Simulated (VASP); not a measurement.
AlN:

```xyz
2
Lattice="0.0000 2.1630 2.1630 2.1630 0.0000 2.1630 2.1630 2.1630 0.0000" Properties=species:S:1:pos:R:3 pbc="T T T"
Al    0.0000    0.0000    0.0000
N     1.0815    1.0815    1.0815
```

This cell differs from its parent crystal: strain -1.0%.

Base run:

```yaml
Program: VASP 6.6.1
Functional: r2SCAN
Potentials_or_basis: VASP PAW PBE potentials, release 64 (Al, N)
Cutoff: 520 eV
k_mesh: 10 × 10 × 10
Occupations: gaussian, width 0.01 eV
Spin: no spin polarisation
```

Its results: band gap on the k mesh 3.96 eV, indirect (least direct gap 5.17 eV); pressure 6.4 GPa.

Task: The run is repeated on the same cell with these changes: functional from r2SCAN to PBE; k mesh from 10 × 10 × 10 to 6 × 6 × 6. What comes out?

Result: Band gap on the k mesh 3.33 eV, indirect (least direct gap 4.45 eV); pressure 11.1 GPa.

Several settings changed at once, so the effect can't be laid on one alone.

Caveats: the PAW data sets were made with another functional, which shifts forces and pressure a little (some runs).

A k mesh can miss the band edges.
